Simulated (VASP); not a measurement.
# KTaO3 (Pm-3m) in VASP: notebook, part 2 of 2

VASP 6.6.1.

## (4) Electric field gradients, LDA (13.45 Å³/atom)

This run uses another cell than the first one, of 13.45 Å³/atom.

Contents of INCAR:

```
ALGO     = Normal         # electronic algorithm
EDIFF    = 1E-8           # SCF threshold, eV
ENCUT    = 520            # plane-wave cutoff, eV
GGA      = CA             # functional
GGA_COMPAT= F            
ISIF     = 2              # what is computed and relaxed
ISMEAR   = -1             # smearing method
LASPH    = T              # aspherical terms in the spheres
LCHARG   = F              # write CHGCAR
LEFG     = T            
LREAL    = F              # projectors in reciprocal space
LWAVE    = F              # write WAVECAR
NBANDS   = 28             # bands
NELM     = 120            # most SCF steps
PREC     = Accurate       # precision mode
SIGMA    = 0.01           # smearing width, eV
```

Contents of KPOINTS:

```
k-points
0
Gamma
  5 5 5
```

Contents of POSCAR:

```
KTaO3
1.0
    4.0665218197      0.0000000000      0.0000000000
    0.0000000000      4.0665218197      0.0000000000
    0.0000000000      0.0000000000      4.0665218197
K Ta O
1 1 3
Direct
    0.5000000000      0.5000000000      0.5000000000
    0.0000000000      0.0000000000      0.0000000000
    0.5000000000      0.0000000000      0.0000000000
    0.0000000000      0.5000000000      0.0000000000
    0.0000000000      0.0000000000      0.5000000000
```

Potentials or basis: VASP PAW LDA potentials, release 64 (K_sv, Ta_sv_GW, O).

Started as:

```bash
$ cat potpaw_LDA.64/K_sv/POTCAR potpaw_LDA.64/Ta_sv_GW/POTCAR potpaw_LDA.64/O/POTCAR > POTCAR
$ mpirun -np 1 vasp_std > vasp.out
```

OUTCAR:

```text
EDIFF = 1E-8
   ENCUT = 520
   GGA = CA
   ISIF = 2
   ISMEAR = -1
   LASPH = T
   LREAL = F
   NELM = 120
   PREC = Accurate

 ion  position               nearest neighbor table
   1  0.500  0.500  0.500-   3 2.88   4 2.88   5 2.88   3 2.88   4 2.88   3 2.88   5 2.88   3 2.88
                             4 2.88   5 2.88   4 2.88   5 2.88   2 3.52   2 3.52   2 3.52   2 3.52
   2  0.000  0.000  0.000-   3 2.03   4 2.03   5 2.03   5 2.03   4 2.03   3 2.03   1 3.52   1 3.52
                             1 3.52   1 3.52   1 3.52   1 3.52   1 3.52   1 3.52
   3  0.500  0.000  0.000-   2 2.03   2 2.03   1 2.88   1 2.88   1 2.88   1 2.88
   4  0.000  0.500  0.000-   2 2.03   2 2.03   1 2.88   1 2.88   1 2.88   1 2.88
   5  0.000  0.000  0.500-   2 2.03   2 2.03   1 2.88   1 2.88   1 2.88   1 2.88

  LATTYP: Found a simple cubic cell.
 ALAT       =     4.0665218197

  Lattice vectors:

 A1 = (   4.0665218197,   0.0000000000,   0.0000000000)
 A2 = (   0.0000000000,   4.0665218197,   0.0000000000)
 A3 = (   0.0000000000,   0.0000000000,   4.0665218197)

Analysis of symmetry for initial positions (statically):
=====================================================================
 Subroutine PRICEL returns:
 Original cell was already a primitive cell.

 Routine SETGRP: Setting up the symmetry group for a
 simple cubic supercell.

 Subroutine GETGRP returns: Found 48 space group operations
 (whereof 48 operations were pure point group operations)
 out of a pool of 48 trial point group operations.

The static configuration has the point symmetry O_h .

Analysis of symmetry for dynamics (positions and initial velocities):
=====================================================================
 Subroutine PRICEL returns:
[... 470 lines left out ...]
  -------------------------------------------------------------------------------------
  Total       -6.2646741     -6.2646741     -6.2646741      0.0000000      0.0000000      0.0000000
  in kB     -149.2587318   -149.2587318   -149.2587318      0.0000000      0.0000000      0.0000000
  external PRESSURE =    -149.2587318 kB  Pullay stress =       0.0000000 kB

 VOLUME and BASIS-vectors are now :
 -----------------------------------------------------------------------------
  energy-cutoff  :      520.00
  volume of cell :       67.25
      direct lattice vectors                 reciprocal lattice vectors
     4.066521820  0.000000000  0.000000000     0.245910398  0.000000000  0.000000000
     0.000000000  4.066521820  0.000000000     0.000000000  0.245910398  0.000000000
     0.000000000  0.000000000  4.066521820     0.000000000  0.000000000  0.245910398

 POSITION                                       TOTAL-FORCE (eV/Angst)
 -----------------------------------------------------------------------------------
      2.03326      2.03326      2.03326         0.000000      0.000000      0.000000
      0.00000      0.00000      0.00000         0.000000      0.000000      0.000000
      2.03326      0.00000      0.00000         0.000000      0.000000      0.000000
      0.00000      2.03326      0.00000         0.000000      0.000000      0.000000
      0.00000      0.00000      2.03326         0.000000      0.000000      0.000000
 -----------------------------------------------------------------------------------
    total drift:                                0.000000     -0.000000      0.000000

  FREE ENERGIE OF THE ION-ELECTRON SYSTEM (eV)
  ---------------------------------------------------
  free  energy   TOTEN  =       -47.3506007539 eV

  energy  without entropy=      -47.3506007539  energy(sigma->0) =      -47.35060075

 Electric field gradients (V/A^2)
---------------------------------------------------------------------
 ion       V_xx      V_yy      V_zz      V_xy      V_xz      V_yz
---------------------------------------------------------------------
   1       0.000     0.000     0.000     0.000     0.000    -0.000
   2       0.000    -0.000    -0.000    -0.000     0.000    -0.000
   3      22.826   -11.413   -11.413     0.000     0.000     0.000
   4     -11.413    22.826   -11.413     0.000     0.000     0.000
   5     -11.413   -11.413    22.826    -0.000     0.000    -0.000
---------------------------------------------------------------------

 Electric field gradients after diagonalization (V/A^2)
 (convention: |V_zz| > |V_xx| > |V_yy|)
----------------------------------------------------------------------
 ion       V_xx      V_yy      V_zz     asymmetry (V_yy - V_xx)/ V_zz
----------------------------------------------------------------------
   1       0.000     0.000     0.000      -0.577
   2       0.000    -0.000    -0.000       0.987
   3     -11.413   -11.413    22.826       0.000
   4     -11.413   -11.413    22.826       0.000
   5     -11.413   -11.413    22.826       0.000
----------------------------------------------------------------------

           NMR quadrupolar parameters

 Cq : quadrupolar parameter    Cq=e*Q*V_zz/h
 eta: asymmetry parameters     (V_yy - V_xx)/ V_zz
 Q  : nuclear electric quadrupole moment in mb (millibarn)
----------------------------------------------------------------------
 ion       Cq(MHz)       eta       Q (mb)
----------------------------------------------------------------------
   1       0.000      -0.577       1.000
   2      -0.000       0.987       1.000
   3       0.055       0.000       1.000
   4       0.055       0.000       1.000
   5       0.055       0.000       1.000
----------------------------------------------------------------------
```

stdout:

```text
POSCAR found type information on POSCAR K TaO
 POSCAR found :  3 types and       5 ions
 scaLAPACK will be used
 LDA part: xc-table for (Slater(with rela. corr.)+CA(PZ))
 , standard interpolation
 POSCAR, INCAR and KPOINTS ok, starting setup
 FFT: planning ... GRIDC
 FFT: planning ... GRID_SOFT
 FFT: planning ... GRID
 WAVECAR not read
 entering main loop
ion   1

ion   2

ion   3

ion   4

ion   5
```

It took 14 s on 1 thread of Intel Xeon 6975P-C (Granite Rapids), shared host; peak memory 0.16 GiB.

What came out:

```yaml
Free_energy: -47.3506 eV
Pressure: -14.9 GPa
Band_gap_on_the_k_mesh: 2.03 eV (least direct gap 2.56 eV)
Largest_electric_field_gradient_by_atom: K +0.0; Ta +0.0; O +22.8 V/Å²
```

Electric field gradients, principal values (V/Å²):
```tsv
atom	least	middle	greatest (by size)
1 K	0.000	0.000	0.000
2 Ta	0.000	0.000	0.000
3 O	-11.413	-11.413	22.826
4 O	-11.413	-11.413	22.826
5 O	-11.413	-11.413	22.826
```

Caveat: the cell stands under tension; without QUAD_EFG the Cq values of the log hold for a quadrupole moment of 1 mb, not for the nuclei; spin-orbit coupling is left out, which moves the levels of the heavy elements; an odd mesh through Γ misses points on the zone boundary, where band edges can lie.

## (5) The runs side by side

```csv
cell,gap on the mesh (eV),pressure (GPa)
"a = 4.041 Å, 5 atoms",2.07,-12.0
"a = 3.934 Å, 5 atoms",2.25,4.0
"a = 4.067 Å, 5 atoms",2.03,-14.9
```

Alike in all rows: task electric field gradients; level LDA; potentials or basis VASP PAW LDA potentials, release 64 (K_sv, Ta_sv_GW, O); no spin polarisation; k mesh 5 × 5 × 5; cutoff (eV) 520; smearing fermi-dirac 0.01 eV.

Caveats: spin-orbit coupling is left out, which moves the levels of the heavy elements; an odd mesh through Γ misses points on the zone boundary, where band edges can lie; the cell stands under tension (at least some runs); the cell stands under pressure (at least some runs).

Absolute energies hang on the potentials; compare differences alone.
